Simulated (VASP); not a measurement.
# TiN (Fm-3m) in VASP: notebook

Runs on TiN. Level: PBE. Tasks: single point, relaxation of cell and atoms.

Program: VASP 6.6.1. These are calculated values, not measurements. Logs are shortened: lines on timing, memory, paths and dates and some standing lists are left out, and cuts for length are marked.

### Step 1. The cell of the first run

It takes space group Fm-3m (No. 225, cubic). Conventional cell: a = 4.241 Å, b = 4.241 Å, c = 4.241 Å, α = 90.00°, β = 90.00°, γ = 90.00°. Within 2.8 Å of Ti (site symmetry m-3m) lie 6 N at 2.12 Å. N (site symmetry m-3m) has 6 Ti at 2.12 Å within 2.8 Å.

### Step 2. Single point, PBE, collinear spin, ferromagnetic start

File INCAR:

```
SYSTEM = TiN
PREC     = Accurate       ! precision mode
ENCUT    = 520            ! plane-wave cutoff, eV
EDIFF    = 1E-6           ! SCF threshold, eV
ISMEAR   = 0              ! smearing method
SIGMA    = 0.1            ! smearing width, eV
LREAL    = .FALSE.        ! projectors in reciprocal space
LASPH    = .TRUE.         ! aspherical terms in the spheres
NELM     = 150            ! most SCF steps
ALGO     = Normal         ! electronic algorithm
ISIF     = 2              ! what is computed and relaxed
LWAVE    = .FALSE.        ! write WAVECAR
LCHARG   = .FALSE.        ! write CHGCAR
ISPIN    = 2              ! spin polarisation
MAGMOM   = 1 0            ! initial moments
LORBIT   = 11             ! projections on sites
LMAXMIX  = 4              ! l up to which the mixer works
GGA      = PE             ! functional
NBANDS   = 20             ! bands
```

File KPOINTS:

```
Automatic mesh
0
G
  8 8 8
  0 0 0
```

File POSCAR:

```
TiN
1.0
    0.0000000000      2.1206234500      2.1206234500
    2.1206234500      0.0000000000      2.1206234500
    2.1206234500      2.1206234500      0.0000000000
Ti N
1 1
Direct
    0.0000000000      0.0000000000      0.0000000000
    0.5000000000      0.5000000000      0.5000000000
```

Potentials or basis: VASP PAW PBE potentials, release 64 (Ti_sv, N).

On the command line:

```
> cat potpaw_PBE.64/Ti_sv/POTCAR potpaw_PBE.64/N/POTCAR > POTCAR
> mpirun -np 1 vasp_std > vasp.out
```

OUTCAR:

```text
SYSTEM = TiN
   PREC = Accurate
   ENCUT = 520
   EDIFF = 1E-6
   ISMEAR = 0
   LREAL = .FALSE.
   LASPH = .TRUE.
   NELM = 150
   ISIF = 2
   ISPIN = 2
   LORBIT = 11
   GGA = PE

 ion  position               nearest neighbor table
   1  0.000  0.000  0.000-   2 2.12   2 2.12   2 2.12   2 2.12   2 2.12   2 2.12
   2  0.500  0.500  0.500-   1 2.12   1 2.12   1 2.12   1 2.12   1 2.12   1 2.12

  LATTYP: Found a face centered cubic cell.
 ALAT       =     4.2412469000

  Lattice vectors:

 A1 = (   0.0000000000,   2.1206234500,   2.1206234500)
 A2 = (   2.1206234500,   0.0000000000,   2.1206234500)
 A3 = (   2.1206234500,   2.1206234500,   0.0000000000)

Analysis of symmetry for initial positions (statically):
=====================================================================
 Subroutine PRICEL returns:
 Original cell was already a primitive cell.

 Routine SETGRP: Setting up the symmetry group for a
 face centered cubic supercell.

 Subroutine GETGRP returns: Found 48 space group operations
 (whereof 48 operations were pure point group operations)
 out of a pool of 48 trial point group operations.

The static configuration has the point symmetry O_h .

Analysis of symmetry for dynamics (positions and initial velocities):
=====================================================================
 Subroutine PRICEL returns:
 Original cell was already a primitive cell.

 Routine SETGRP: Setting up the symmetry group for a
 face centered cubic supercell.

 Subroutine GETGRP returns: Found 48 space group operations
 (whereof 48 operations were pure point group operations)
 out of a pool of 48 trial point group operations.

The dynamic configuration has the point symmetry O_h .

Analysis of structural, dynamic, and magnetic symmetry:
=====================================================================
 Subroutine PRICEL returns:
 Original cell was already a primitive cell.

 Routine SETGRP: Setting up the symmetry group for a
 face centered cubic supercell.

 Subroutine GETGRP returns: Found 48 space group operations
 (whereof 48 operations were pure point group operations)
 out of a pool of 48 trial point group operations.

The overall configuration has the point symmetry O_h .

 Subroutine INISYM returns: Found 48 space group operations
 (whereof 48 operations are pure point group operations),
 and found     1 'primitive' translations

----------------------------------------------------------------------------------------

                                     Primitive cell

  volume of cell :      19.0731

  direct lattice vectors                    reciprocal lattice vectors
     0.000000000  2.120623450  2.120623450    -0.235779718  0.235779718  0.235779718
     2.120623450  0.000000000  2.120623450     0.235779718 -0.235779718  0.235779718
     2.120623450  2.120623450  0.000000000     0.235779718  0.235779718 -0.235779718

  length of vectors
     2.999014444  2.999014444  2.999014444     0.408382452  0.408382452  0.408382452

  position of ions in fractional coordinates (direct lattice)
     0.000000000  0.000000000  0.000000000
     0.500000000  0.500000000  0.500000000

  ion indices of the primitive-cell ions
   primitive index   ion index
                 1           1
                 2           2

----------------------------------------------------------------------------------------

 KPOINTS: Automatic mesh

Automatic generation of k-mesh.
 Grid dimensions read from file:
 generate k-points for:    8    8    8

 Generating k-lattice:

  Cartesian coordinates                     Fractional coordinates (reciprocal lattice)
    -0.029472465  0.029472465  0.029472465     0.125000000  0.000000000  0.000000000
     0.029472465 -0.029472465  0.029472465     0.000000000  0.125000000  0.000000000
     0.029472465  0.029472465 -0.029472465     0.000000000  0.000000000  0.125000000

  Length of vectors
     0.051047806  0.051047806  0.051047806

  Shift w.r.t. Gamma in fractional coordinates (k-lattice)
     0.000000000  0.000000000  0.000000000

 Subroutine IBZKPT returns following result:
 ===========================================

 Found     29 irreducible k-points:

 Following reciprocal coordinates:
            Coordinates               Weight
  0.000000  0.000000  0.000000      1.000000
  0.125000  0.000000  0.000000      8.000000
  0.250000  0.000000  0.000000      8.000000
  0.375000  0.000000  0.000000      8.000000
  0.500000  0.000000  0.000000      4.000000
  0.125000  0.125000  0.000000      6.000000
[... 16 lines left out ...]
  0.500000  0.250000  0.125000     48.000000
 -0.375000  0.250000  0.125000     24.000000
 [... further k-points ...]
   k-points           NKPTS =     29   k-points in BZ     NKDIM =     29   number of bands    NBANDS=     20
   number of dos      NEDOS =    301   number of ions     NIONS =      2
   total plane-waves  NPLWV =  13824
   dimension x,y,z NGX =    24 NGY =   24 NGZ =   24
   dimension x,y,z NGXF=    48 NGYF=   48 NGZF=   48
   ions per type =               1   1
   NGX,Y,Z   is equivalent  to a cutoff of  13.30, 13.30, 13.30 a.u.
   NGXF,Y,Z  is equivalent  to a cutoff of  26.61, 26.61, 26.61 a.u.
 SYSTEM =  TiN
   PREC   = accura    normal or accurate (medium, high low for compatibility)
   ISTART =      0    job   : 0-new  1-cont  2-samecut
   ICHARG =      2    charge: 1-file 2-atom 10-const
   ISPIN  =      2    spin polarized calculation?
   LNONCOLLINEAR =      F non collinear calculations
   LSORBIT =      F    spin-orbit coupling
   LASPH  =      T    aspherical Exc in radial PAW
   ENCUT  =  520.0 eV  38.22 Ry    6.18 a.u.   5.58  5.58  5.58*2*pi/ulx,y,z
   NELM   =    150;   NELMIN=  2; NELMDL= -5     # of ELM steps
   EDIFF  = 0.1E-05   stopping-criterion for ELM
   LREAL  =      F    real-space projection
   EDIFFG = 0.1E-04   stopping-criterion for IOM
   NSW    =      0    number of steps for IOM
   IBRION =     -1    ionic relax: 0-MD 1-quasi-New 2-CG
   NFREE  =      0    steps in history (QN), initial steepest desc. (CG)
   ISIF   =      2    stress and relaxation
   ISYM   =      2    0-nonsym 1-usesym 2-fastsym
   POTIM  = 0.5000    time-step for ionic-motion
   TEBEG  =    0.0;   TEEND  =   0.0 temperature during run
   PSTRESS=    0.0 pullay stress
   NELECT =      17.0000    total number of electrons
   NUPDOWN=      -1.0000    fix difference up-down
   EMIN   =  10.00;   EMAX   =-10.00  energy-range for DOS
   EFERMI =   0.00;   METHOD = LEGACY
   ISMEAR =     0;   SIGMA  =   0.10  broadening in eV -4-tet -1-fermi 0-gaus
   EFERMI_NEDOS =   21; number of points for ismear=-14 and -15
   IALGO  =     38    algorithm
   IMIX   =      4    mixing-type and parameters
     AMIX     =   0.40;   BMIX     =  1.00
     AMIX_MAG =   1.60;   BMIX_MAG =  1.00
  volume/ion in A,a.u.               =       9.54        64.36
  Fermi-wavevector in a.u.,A,eV,Ry     =   1.575497  2.977258 33.772256  2.482191
  Thomas-Fermi vector in A             =   2.676472
   LORBIT       =     11    0 simple, 1 ext, 2 COOP (PROOUT), +10 PAW based schemes
   GGA     = PE    functional components
   LHFCALC =     F    Hartree Fock is set to
   AEXX    =    0.0000 exact exchange contribution
   IVDW    =     0    specifies the selected vdW correction
   LEPSILON=     F    determine dielectric tensor
   LRPA    =     F    only Hartree local field effects (RPA)
 spin polarized calculation
 Gauss-broadening in eV      SIGMA  =   0.10
  energy-cutoff  :      520.00
  volume of cell :       19.07
 maximum number of plane-waves:       531
 NGX is ok and might be reduce to    24
   NGX = 11   NGY = 11   NGZ = 11

 number of electron      17.0000002 magnetization      -0.0000233

 number of electron      17.0000002 magnetization       0.0000613

 Free energy of the ion-electron system (eV)
  ---------------------------------------------------
  ext. energy  EPLUGINS =         0.00000000
  ---------------------------------------------------
  free energy    TOTEN  =       -19.62726865 eV

  energy without entropy =      -19.61869208  energy(sigma->0) =      -19.62298036

 E-fermi :  11.4719     XC(G=0): -13.0214

 val. band max:       11.4718464779   @ k =   0.3750   0.1250   0.0000
 cond. band min:      11.4930836234   @ k =  -0.3750   0.3750   0.1250
 fundamental gap:      0.0212371454
 Fermi energy:        11.4719188884

 spin component 1

 k-point     1 :       0.0000    0.0000    0.0000
  band No.  band energies     occupation
      1     -46.4059      1.00000
      2     -22.3857      1.00000
      3     -22.3857      1.00000
      4     -22.3857      1.00000
      5      -5.6558      1.00000
      6       9.4024      1.00000
[... 12 lines left out ...]
     19      38.4675      0.00000
     20      38.4675      0.00000
[... 507 lines left out ...]
 k-point    24 :      -0.3750    0.2500    0.1250
  band No.  band energies     occupation
      1     -46.2932      1.00000
      2     -22.9246      1.00000
      3     -22.6007      1.00000
      4     -22.4955      1.00000
      5      -3.4978      1.00000
      6       4.3244      1.00000
[... 12 lines left out ...]
     19      34.7225      0.00000
     20      38.7919      0.00000

 [... further k-points ...]

 spin component 2

 k-point     1 :       0.0000    0.0000    0.0000
  band No.  band energies     occupation
      1     -46.4058      1.00000
      2     -22.3857      1.00000
      3     -22.3857      1.00000
      4     -22.3857      1.00000
      5      -5.6557      1.00000
      6       9.4025      1.00000
[... 12 lines left out ...]
     19      38.4676      0.00000
     20      38.4676      0.00000
[... 507 lines left out ...]
 k-point    24 :      -0.3750    0.2500    0.1250
  band No.  band energies     occupation
      1     -46.2932      1.00000
      2     -22.9246      1.00000
      3     -22.6007      1.00000
      4     -22.4955      1.00000
      5      -3.4977      1.00000
      6       4.3245      1.00000
[... 12 lines left out ...]
     19      34.7226      0.00000
     20      38.7920      0.00000

 [... further k-points ...]
[... 5 lines left out ...]
  --------------------------------------------------------------------------------------
  -------------------------------------------------------------------------------------
  Total        0.2062509      0.2062509      0.2062509      0.0000000     -0.0000000      0.0000000
  in kB       17.3255006     17.3255006     17.3255006      0.0000000     -0.0000000      0.0000000
  external PRESSURE =      17.3255006 kB  Pullay stress =       0.0000000 kB

 VOLUME and BASIS-vectors are now :
 -----------------------------------------------------------------------------
  energy-cutoff  :      520.00
  volume of cell :       19.07
      direct lattice vectors                 reciprocal lattice vectors
     0.000000000  2.120623450  2.120623450    -0.235779718  0.235779718  0.235779718
     2.120623450  0.000000000  2.120623450     0.235779718 -0.235779718  0.235779718
     2.120623450  2.120623450  0.000000000     0.235779718  0.235779718 -0.235779718

 POSITION                                       TOTAL-FORCE (eV/Angst)
 -----------------------------------------------------------------------------------
      0.00000      0.00000      0.00000         0.000000      0.000000      0.000000
      2.12062      2.12062      2.12062        -0.000000     -0.000000     -0.000000
 -----------------------------------------------------------------------------------
    total drift:                                0.000000     -0.000000     -0.000000

  FREE ENERGIE OF THE ION-ELECTRON SYSTEM (eV)
  ---------------------------------------------------
  free  energy   TOTEN  =       -19.6272686461 eV

  energy  without entropy=      -19.6186920833  energy(sigma->0) =      -19.62298036

 total charge

# of ion       s       p       d       tot
------------------------------------------
    1        2.183   6.228   1.973  10.384
    2        1.247   2.507   0.000   3.754
--------------------------------------------------
tot          3.430   8.735   1.973  14.138

 magnetization (x)

# of ion       s       p       d       tot
------------------------------------------
    1        0.000  -0.000  -0.000  -0.000
    2        0.000   0.000   0.000   0.000
--------------------------------------------------
tot          0.000  -0.000  -0.000  -0.000
```

It took 10 s on 1 thread of Intel Xeon 6975P-C (Granite Rapids), shared host; peak memory 0.15 GiB.

Results:

```yaml
Free_energy: -19.6273 eV
Pressure: 1.7 GPa
Net_moment: 0.00 μB per cell
Valence_electrons_inside_the_program's_atomic_spheres: Ti 10.38; N 3.75
```

### Step 3. Single point, PBE

This run uses another cell than the first one, of 9.57 Å³/atom, 1.004 times its volume.

File INCAR:

```
PREC     = Accurate       # precision mode
ENCUT    = 520            # plane-wave cutoff, eV
EDIFF    = 1E-6           # SCF threshold, eV
ISMEAR   = 0              # smearing method
SIGMA    = 0.1            # smearing width, eV
LREAL    = F              # projectors in reciprocal space
LASPH    = T              # aspherical terms in the spheres
NELM     = 60             # most SCF steps
ALGO     = Normal         # electronic algorithm
ISIF     = 2              # what is computed and relaxed
LWAVE    = F              # write WAVECAR
LCHARG   = F              # write CHGCAR
GGA      = PE             # functional
NBANDS   = 16             # bands
```

File KPOINTS:

```
regular mesh
0
Gamma
  18 18 18
```

File POSCAR:

```
TiN
1.0
    0.0000000000      2.1233983137      2.1233983137
    2.1233983137      0.0000000000      2.1233983137
    2.1233983137      2.1233983137      0.0000000000
Ti N
1 1
Direct
    0.0000000000      0.0000000000      0.0000000000
    0.5000000000      0.5000000000      0.5000000000
```

Potentials or basis: VASP PAW PBE potentials, release 64 (Ti_sv, N).

On the command line:

```
> cat potpaw_PBE.64/Ti_sv/POTCAR potpaw_PBE.64/N/POTCAR > POTCAR
> mpirun -np 1 vasp_std > vasp.out
```

Run time: 22 s. Hardware: 1 thread of Intel Xeon 6975P-C (Granite Rapids), shared host; peak memory 0.18 GiB.

It converged, with:

* Free energy: -19.6385 eV
* Pressure: 0.5 GPa

Levels at points of the mesh, in eV from the Fermi level:
| k point | band 6 | band 7 | band 8 | band 9 | band 10 | band 11 | band 12 | band 13 |
| --- | --- | --- | --- | --- | --- | --- | --- | --- |
| (0.00, 0.00, 0.00) | -2.04 | -2.04 | -2.04 | -0.61 | -0.61 | -0.61 | 0.57 | 0.57 |
| (0.50, 0.00, 0.00) | -8.06 | -5.46 | -5.46 | 1.67 | 1.67 | 2.34 | 5.70 | 5.70 |
| (0.50, 0.50, 0.00) | -5.83 | -3.23 | -3.23 | -3.05 | 1.63 | 2.37 | 2.37 | 3.57 |

### Step 4. Single point, PBE

This run uses another cell than the first one, of 9.57 Å³/atom, 1.004 times its volume.

INCAR is that of step 3.

KPOINTS is that of step 3.

File POSCAR:

```
TiN
1.0
    0.0000000000      2.1233983138      2.1233983138
    2.1233983138      0.0000000000      2.1233983138
    2.1233983138      2.1233983138      0.0000000000
Ti N
1 1
Direct
    0.0000000000      0.0000000000      0.0000000000
    0.5000000000      0.5000000000      0.5000000000
```

On the command line:

```
> cat potpaw_PBE.64/Ti_sv/POTCAR potpaw_PBE.64/N/POTCAR > POTCAR
> mpirun -np 1 vasp_std > vasp.out
```

Wall time 28 s (1 thread of Intel Xeon 6975P-C, shared host); peak memory 0.18 GiB.

The run converged. Its results:

| Item | Value |
| --- | --- |
| Free energy | -19.6385 eV |
| Pressure | 0.5 GPa |

Levels at points of the mesh, in eV from the Fermi level:
| k point | band 5 | band 6 | band 7 | band 8 | band 9 | band 10 | band 11 | band 12 | band 13 | band 14 |
| --- | --- | --- | --- | --- | --- | --- | --- | --- | --- | --- |
| (0.00, 0.00, 0.00) | -17.08 | -2.04 | -2.04 | -2.04 | -0.61 | -0.61 | -0.61 | 0.57 | 0.57 | 5.37 |
| (0.50, 0.00, 0.00) | -14.64 | -8.06 | -5.46 | -5.46 | 1.67 | 1.67 | 2.34 | 5.70 | 5.70 | 6.05 |
| (0.50, 0.50, 0.00) | -15.67 | -5.83 | -3.23 | -3.23 | -3.05 | 1.63 | 2.37 | 2.37 | 3.57 | 10.57 |

### Step 5. Relaxation of cell and atoms, PBE

File INCAR:

```
ALGO = Normal
EDIFF = 1E-6
EDIFFG = -0.005
ENCUT = 600
GGA = PE
IBRION = 2
ISIF = 3
ISMEAR = 0
LASPH = True
LCHARG = False
LREAL = False
LWAVE = False
NELM = 80
NSW = 100
PREC = Accurate
SIGMA = 0.1
```

File KPOINTS:

```
k-points
0
Gamma
  18 18 18
```

File POSCAR:

```
TiN
1.0
    0.0000000000      2.1206234500      2.1206234500
    2.1206234500      0.0000000000      2.1206234500
    2.1206234500      2.1206234500      0.0000000000
Ti N
1 1
Direct
    0.0000000000      0.0000000000      0.0000000000
    0.5000000000      0.5000000000      0.5000000000
```

On the command line:

```
> cat potpaw_PBE.64/Ti_sv/POTCAR potpaw_PBE.64/N/POTCAR > POTCAR
> mpirun -np 1 vasp_std > vasp.out
```

It took 71 s on 1 thread of Intel Xeon 6975P-C, shared host; peak memory 0.19 GiB.

Results (log left out):

| Quantity | Value |
| --- | --- |
| Free energy | -19.6398 eV |
| Relaxed volume | 9.58 Å³/atom |
| Relaxed cell | a = 3.004 Å, b = 3.004 Å, c = 3.004 Å, α = 60.00°, β = 60.00°, γ = 60.00° |
| Space group after relaxing (to 0.05 Å) | Fm-3m (No. 225) |
| Energy gained by relaxing | 0.2 meV/atom |
| Ionic steps | 4 |
| Pressure after relaxing | 0.1 GPa |

Step by step:
```csv
step,energy change (eV),largest force (eV/Å),pressure (GPa),volume (Å³)
1,0.0000,0.0000,1.42,19.07
2,0.0004,0.0000,-1.87,19.31
3,-0.0005,0.0000,-0.11,19.17
4,-0.0004,0.0000,0.06,19.17
```

Final structure:
```
CELL_PARAMETERS angstrom
0.00000 2.12405 2.12405
2.12405 0.00000 2.12405
2.12405 2.12405 0.00000
ATOMIC_POSITIONS crystal
Ti 0.00000 0.00000 0.00000
N 0.50000 0.50000 0.50000
```

Levels at points of the mesh, in eV from the Fermi level:
```tsv
k point	band 6	band 7	band 8	band 9	band 10	band 11	band 12
(0.00, 0.00, 0.00)	-2.04	-2.04	-2.04	-0.61	-0.61	-0.61	0.57
(0.50, 0.00, 0.00)	-8.05	-5.46	-5.46	1.67	1.67	2.33	5.69
(0.50, 0.50, 0.00)	-5.82	-3.23	-3.23	-3.04	1.62	2.36	2.36
```

### Step 6. Overview

```tsv
task	spin	cell	k mesh	cutoff (eV)	gap on the mesh (eV)	pressure (GPa)
single point	collinear, ferromagnetic start	a = 2.999 Å, angles 60.0°, 2 atoms	8 × 8 × 8	520	none	1.7
single point	off	a = 3.003 Å, angles 60.0°, 2 atoms	18 × 18 × 18	520	none	0.5
relaxation of cell and atoms	off	relaxed from a = 2.999 Å, angles 60.0°, 2 atoms	18 × 18 × 18	600	none	0.1
```

Alike in all rows: level PBE; potentials or basis VASP PAW PBE potentials, release 64 (Ti_sv, N); smearing gaussian 0.1 eV.

Absolute energies hang on the potentials; compare differences alone.
